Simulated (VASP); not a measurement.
# SiNi (rocksalt type) (Fm-3m) in VASP: a series of runs

The runs below take SiNi (rocksalt type) through single point, with PBE.

Program: VASP 6.6.1. These are calculated values, not measurements. Logs are shortened: lines on timing, memory, paths and dates and some standing lists are left out, and cuts for length are marked.

## 1. The cell of the first run

Symmetry: Fm-3m, No. 225, cubic system. The conventional cell has a = 4.363 Å, b = 4.363 Å, c = 4.363 Å, α = 90.00°, β = 90.00°, γ = 90.00°. Ni (site symmetry m-3m) has 6 Si at 2.18 Å within 2.9 Å. Si (site symmetry m-3m) has 6 Ni at 2.18 Å within 2.9 Å.

## 2. Single point, PBE

Contents of INCAR:

```
SYSTEM = SiNi
PREC = Accurate ; ENCUT = 520
EDIFF = 1E-7 ; ISMEAR = -1
SIGMA = 0.08 ; LREAL = .FALSE.
LASPH = .TRUE. ; NELM = 80
ALGO = Normal ; ISIF = 2
LWAVE = .FALSE. ; LCHARG = .TRUE.
GGA = PE ; LELF = .TRUE.
LVHAR = .TRUE. ; NBANDS = 14
```

Contents of KPOINTS:

```
Automatic mesh
0
G
  16 16 16
  0 0 0
```

Contents of POSCAR:

```
SiNi
1.0
    0.0000000000      2.1816296069      2.1816296069
    2.1816296069      0.0000000000      2.1816296069
    2.1816296069      2.1816296069      0.0000000000
Ni Si
1 1
Direct
    0.0000000000      0.0000000000      0.0000000000
    0.5000000000      0.5000000000      0.5000000000
```

Potentials or basis: VASP PAW PBE potentials, release 64 (Ni, Si).

Started as:

```bash
$ cat potpaw_PBE.64/Ni/POTCAR potpaw_PBE.64/Si/POTCAR > POTCAR
$ mpirun -np 1 vasp_std > vasp.out
```

OUTCAR:

```text
SYSTEM = SiNi
   PREC = Accurate
   ENCUT = 520
   EDIFF = 1E-7
   ISMEAR = -1
   LREAL = .FALSE.
   LASPH = .TRUE.
   NELM = 80
   ISIF = 2
   GGA = PE

 ion  position               nearest neighbor table
   1  0.000  0.000  0.000-   2 2.18   2 2.18   2 2.18   2 2.18   2 2.18   2 2.18
   2  0.500  0.500  0.500-   1 2.18   1 2.18   1 2.18   1 2.18   1 2.18   1 2.18

  LATTYP: Found a face centered cubic cell.
 ALAT       =     4.3632592138

  Lattice vectors:

 A1 = (   0.0000000000,   2.1816296069,   2.1816296069)
 A2 = (   2.1816296069,   0.0000000000,   2.1816296069)
 A3 = (   2.1816296069,   2.1816296069,   0.0000000000)

Analysis of symmetry for initial positions (statically):
=====================================================================
 Subroutine PRICEL returns:
 Original cell was already a primitive cell.

 Routine SETGRP: Setting up the symmetry group for a
 face centered cubic supercell.

 Subroutine GETGRP returns: Found 48 space group operations
 (whereof 48 operations were pure point group operations)
 out of a pool of 48 trial point group operations.

The static configuration has the point symmetry O_h .

Analysis of symmetry for dynamics (positions and initial velocities):
=====================================================================
 Subroutine PRICEL returns:
 Original cell was already a primitive cell.

 Routine SETGRP: Setting up the symmetry group for a
 face centered cubic supercell.

 Subroutine GETGRP returns: Found 48 space group operations
 (whereof 48 operations were pure point group operations)
 out of a pool of 48 trial point group operations.

The dynamic configuration has the point symmetry O_h .

 Subroutine INISYM returns: Found 48 space group operations
 (whereof 48 operations are pure point group operations),
 and found     1 'primitive' translations

----------------------------------------------------------------------------------------

                                     Primitive cell

  volume of cell :      20.7670

  direct lattice vectors                    reciprocal lattice vectors
     0.000000000  2.181629607  2.181629607    -0.229186475  0.229186475  0.229186475
     2.181629607  0.000000000  2.181629607     0.229186475 -0.229186475  0.229186475
     2.181629607  2.181629607  0.000000000     0.229186475  0.229186475 -0.229186475

  length of vectors
     3.085290178  3.085290178  3.085290178     0.396962620  0.396962620  0.396962620

[... 89 lines left out ...]
   TEBEG  =    0.0;   TEEND  =   0.0 temperature during run
   PSTRESS=    0.0 pullay stress
   NELECT =      14.0000    total number of electrons
   NUPDOWN=      -1.0000    fix difference up-down
   EMIN   =  10.00;   EMAX   =-10.00  energy-range for DOS
   EFERMI =   0.00;   METHOD = LEGACY
   ISMEAR =    -1;   SIGMA  =   0.08  broadening in eV -4-tet -1-fermi 0-gaus
   EFERMI_NEDOS =   21; number of points for ismear=-14 and -15
   IALGO  =     38    algorithm
   IMIX   =      4    mixing-type and parameters
     AMIX     =   0.40;   BMIX     =  1.00
     AMIX_MAG =   1.60;   BMIX_MAG =  1.00
  volume/ion in A,a.u.               =      10.38        70.07
  Fermi-wavevector in a.u.,A,eV,Ry     =   1.435467  2.712639 28.035689  2.060565
  Thomas-Fermi vector in A             =   2.554762
   LORBIT       =      0    0 simple, 1 ext, 2 COOP (PROOUT), +10 PAW based schemes
   GGA     = PE    functional components
   LHFCALC =     F    Hartree Fock is set to
   AEXX    =    0.0000 exact exchange contribution
   IVDW    =     0    specifies the selected vdW correction
   LEPSILON=     F    determine dielectric tensor
   LRPA    =     F    only Hartree local field effects (RPA)
 non-spin polarized calculation
  energy-cutoff  :      520.00
  volume of cell :       20.77
 maximum number of plane-waves:       568
   NGX = 11   NGY = 11   NGZ = 11

 number of electron      13.9999992 magnetization

 Free energy of the ion-electron system (eV)
  ---------------------------------------------------
  ext. energy  EPLUGINS =         0.00000000
  ---------------------------------------------------
  free energy    TOTEN  =        -9.98677152 eV

  energy without entropy =       -9.96502167  energy(sigma->0) =       -9.97589660

 E-fermi :  12.7897     XC(G=0): -12.9813

 val. band max:       12.7751590505   @ k =  -0.4375   0.3125   0.0000
 cond. band min:      12.7909199591   @ k =   0.3125   0.0625   0.0000
 fundamental gap:      0.0157609086
 Fermi energy:        12.7897086180

 k-point     1 :       0.0000    0.0000    0.0000
  band No.  band energies     occupation
      1      -1.4174      2.00000
      2       9.1180      2.00000
      3       9.1180      2.00000
      4       9.1180      2.00000
      5       9.2244      2.00000
      6       9.2244      2.00000
      7      17.9450      0.00000
      8      17.9450      0.00000
      9      17.9450      0.00000
     10      23.7569      0.00000
     11      23.7569      0.00000
     12      23.7569      0.00000
     13      24.9720      0.00000
     14      28.9747      0.00000
[... 377 lines left out ...]
      1      -1.1711      2.00000
      2       8.9845      2.00000
      3       9.0687      2.00000
      4       9.0987      2.00000
      5       9.1838      2.00000
      6       9.2860      2.00000
      7      17.0669      0.00000
      8      17.4111      0.00000
      9      18.3419      0.00000
     10      22.7523      0.00000
     11      23.8652      0.00000
     12      24.0178      0.00000
     13      26.4591      0.00000
     14      26.9320      0.00000

 [... further k-points ...]

------------------------ aborting loop because EDIFF is reached ----------------------------------------

  FORCE on cell =-STRESS in cart. coord.  units (eV):
  Direction    XX          YY          ZZ          XY          YZ          ZX
  --------------------------------------------------------------------------------------
  -------------------------------------------------------------------------------------
  Total        7.8900188      7.8900188      7.8900188      0.0000000      0.0000000     -0.0000000
  in kB      608.7171941    608.7171941    608.7171941      0.0000000      0.0000000     -0.0000000
  external PRESSURE =     608.7171941 kB  Pullay stress =       0.0000000 kB

 VOLUME and BASIS-vectors are now :
 -----------------------------------------------------------------------------
  energy-cutoff  :      520.00
  volume of cell :       20.77
      direct lattice vectors                 reciprocal lattice vectors
     0.000000000  2.181629607  2.181629607    -0.229186475  0.229186475  0.229186475
     2.181629607  0.000000000  2.181629607     0.229186475 -0.229186475  0.229186475
     2.181629607  2.181629607  0.000000000     0.229186475  0.229186475 -0.229186475

 POSITION                                       TOTAL-FORCE (eV/Angst)
 -----------------------------------------------------------------------------------
      0.00000      0.00000      0.00000         0.000000      0.000000     -0.000000
      2.18163      2.18163      2.18163         0.000000      0.000000      0.000000
 -----------------------------------------------------------------------------------
    total drift:                                0.000000     -0.000000     -0.000000

  FREE ENERGIE OF THE ION-ELECTRON SYSTEM (eV)
  ---------------------------------------------------
  free  energy   TOTEN  =        -9.9867715248 eV

  energy  without entropy=       -9.9650216669  energy(sigma->0) =       -9.97589660
```

OSZICAR:

```text
N       E                     dE             d eps       ncg     rms          rms(c)
DAV:   1     0.514245521279E+02    0.51425E+02   -0.62160E+03  4162   0.116E+03
DAV:   2    -0.925185866788E+01   -0.60676E+02   -0.54954E+02  4468   0.208E+02
DAV:   3    -0.114897637423E+02   -0.22379E+01   -0.22079E+01  4984   0.434E+01
DAV:   4    -0.115144850654E+02   -0.24721E-01   -0.24713E-01  4592   0.420E+00
DAV:   5    -0.115149778072E+02   -0.49274E-03   -0.49274E-03  5040   0.629E-01    0.149E+01
DAV:   6    -0.127332350497E+02   -0.12183E+01   -0.29370E+01  4282   0.102E+02    0.145E+01
DAV:   7    -0.100062611551E+02    0.27270E+01   -0.94657E+00  4564   0.625E+01    0.280E+00
DAV:   8    -0.100019802281E+02    0.42809E-02   -0.19171E-01  5084   0.484E+00    0.166E+00
DAV:   9    -0.998676292984E+01    0.15217E-01   -0.46915E-02  5142   0.374E+00    0.197E-01
DAV:  10    -0.998678135938E+01   -0.18430E-04   -0.12932E-03  5548   0.569E-01    0.999E-02
DAV:  11    -0.998677571962E+01    0.56398E-05   -0.14489E-04  5924   0.188E-01    0.179E-02
DAV:  12    -0.998677183324E+01    0.38864E-05   -0.43062E-06  5832   0.261E-02    0.579E-03
DAV:  13    -0.998677149510E+01    0.33814E-06   -0.33514E-07  4052   0.648E-03    0.197E-03
DAV:  14    -0.998677152477E+01   -0.29671E-07   -0.48298E-08  2378   0.268E-03
   1 F= -.99867715E+01 E0= -.99758966E+01  d E =-.217499E-01
```

stdout:

```text
POSCAR found type information on POSCAR NiSi
 POSCAR found :  2 types and       2 ions
 scaLAPACK will be used
 LDA part: xc-table for (Slater+PW92), standard interpolation
 POSCAR, INCAR and KPOINTS ok, starting setup
 FFT: planning ... GRIDC
 FFT: planning ... GRID_SOFT
 FFT: planning ... GRID
 WAVECAR not read
 entering main loop
```

Wall time 45 s (1 thread of Intel Xeon Platinum 8259CL at 2.50GHz (Skylake/Cascade Lake), shared host); peak memory 0.17 GiB.

What came out:

- Free energy: -9.9868 eV
- Pressure: 60.9 GPa
- Band gap on the k mesh: zero (band 7 reaches 17.95 eV, above the bottom of band 8 at 11.32 eV)

Levels at points of the mesh, in eV from the Fermi level:
```
           k point  band 5  band 6  band 7  band 8  band 9  band 10
(0.00, 0.00, 0.00)   -3.57   -3.57    5.16    5.16    5.16    10.97
(0.50, 0.00, 0.00)   -2.52   -2.52   -1.59    6.63    6.63     7.20
(0.50, 0.50, 0.00)   -2.26   -2.26   -0.87   -0.34   -0.34     5.46
```

## 3. Single point, PBE

Contents of INCAR:

```
SYSTEM = SiNi
ALGO = Normal
EDIFF = 1E-7
ENCUT = 520
GGA = PE
ISIF = 2
ISMEAR = -1
LASPH = .True.
LCHARG = .False.
LREAL = .False.
LWAVE = .False.
NBANDS = 14
NELM = 60
PREC = Accurate
SIGMA = 0.08
```

Contents of KPOINTS:

```
k-points
0
Gamma
  16 16 16
  0 0 0
```

Contents of POSCAR:

```
SiNi
1.0
    0.0000000000      2.1814691485      2.1814691485
    2.1814691485      0.0000000000      2.1814691485
    2.1814691485      2.1814691485      0.0000000000
Ni Si
1 1
Direct
    0.0000000000      0.0000000000      0.0000000000
    0.5000000000      0.5000000000      0.5000000000
```

Potentials or basis: VASP PAW PBE potentials, release 64 (Ni, Si).

Started as:

```bash
$ cat potpaw_PBE.64/Ni/POTCAR potpaw_PBE.64/Si/POTCAR > POTCAR
$ mpirun -np 1 vasp_std > vasp.out
```

Run time: 39 s. Hardware: 1 thread of Intel Xeon Platinum 8259CL at 2.50GHz (Skylake/Cascade Lake), shared host; peak memory 0.17 GiB.

Results (log left out):

- Free energy: -9.9850 eV
- Pressure: 61.0 GPa
- Band gap on the k mesh: zero (band 7 reaches 17.95 eV, above the bottom of band 8 at 11.32 eV)

Levels at points of the mesh, in eV from the Fermi level:
```
           k point  band 4  band 5  band 6  band 7  band 8  band 9  band 10  band 11
(0.00, 0.00, 0.00)   -3.67   -3.57   -3.57    5.16    5.16    5.16    10.97    10.97
(0.50, 0.00, 0.00)   -4.58   -2.52   -2.52   -1.59    6.63    6.63     7.20     7.20
(0.50, 0.50, 0.00)   -3.06   -2.26   -2.26   -0.87   -0.34   -0.34     5.46     6.58
```

Spin polarisation is off, so any magnetic state and its effect on volume and gap are missing.
